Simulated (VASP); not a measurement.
A run of VASP 6.6.1 is set up as follows.

The input INCAR:

```
SYSTEM = Mg12B
PREC = Accurate ; ENCUT = 520
EDIFF = 1E-6 ; ISMEAR = 0
SIGMA = 0.05 ; LREAL = .False.
LASPH = .True. ; NELM = 80
ALGO = Normal ; ISIF = 2
LWAVE = .False. ; LCHARG = .False.
GGA = PE ; NBANDS = 26
```

The input KPOINTS:

```
Automatic mesh
0
Gamma
  4 3 4
  0 0 0
```

POSCAR

```
Mg12B
1.0
    6.4200000000      0.0000000000      0.0000000000
   -4.8150000000      8.3398250000      0.0000000000
    0.0000000000      0.0000000000      5.2130400000
Mg B
12 1
Direct
    0.0362353764      0.0114226617     -0.0008927612
    0.1579154531      0.2302125045      0.4737701993
   -0.0792584553      0.2851027450     -0.0143802848
    0.1926145948      0.5539019104      0.5230688811
    0.0541396930      0.6390882303      0.0173557080
    0.1490794905      0.8739493934      0.5054906542
    0.4784140025     -0.0177458160      0.0060245078
    0.6238184639      0.2098460100      0.4976518500
    0.4814225168      0.3458516216     -0.0157368829
    0.6767768959      0.5530306691      0.4766733039
    0.6065576184      0.7065443220     -0.0150491844
    0.6804031435      0.9088552817      0.5006057886
    0.2792688263      0.4830606158      1.1206464942
```

Potentials or basis: VASP PAW PBE potentials, release 64 (Mg, B).

The run is started by

```bash
$ cat potpaw_PBE.64/Mg/POTCAR potpaw_PBE.64/B/POTCAR > POTCAR
$ mpirun -np 1 vasp_std > vasp.out
```

**Question.** Predict the largest force.

**Answer.** 0.480 eV/Å.

**Question.** What does it give for the pressure?

**Answer.** 0.6 GPa.

Stress tensor (GPa, compression positive):
```
-0.02  1.23 -0.93
 1.23  2.25  0.67
-0.93  0.67 -0.50
```
